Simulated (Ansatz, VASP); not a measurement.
PbS: VASP beside Ansatz

```
CELL_PARAMETERS angstrom
2.98282 -2.98531 0.00000
2.98282 2.98531 0.00000
-2.09833 0.00000 22.20667
ATOMIC_POSITIONS crystal
Pb 0.73256 0.72212 0.93570
Pb 0.27788 0.26744 0.06430
S 0.24595 0.21579 0.94437
S 0.78421 0.75405 0.05563
```

Alike in both runs: task single point; functional PBEsol; k mesh 4 × 4 × 1; no spin polarisation.

|  | VASP | Ansatz |
| --- | --- | --- |
| version | VASP 6.6.1 | Ansatz 0.2.0 |
| potentials or method | VASP PAW PBE potentials, release 64 (Pb_d, S), cutoff 520 eV | plane waves, PAW |
| occupations | gaussian, width 0.01 eV | fixed |
| valence electrons in the cell | 40 | 40 |

```tsv
	VASP	Ansatz	Ansatz less VASP
gap on the k mesh at the Fermi level (eV)	2.12	2.12	0.000
```

VASP's potentials were made for PBE, not for PBEsol.

Neither program's run includes spin-orbit coupling.
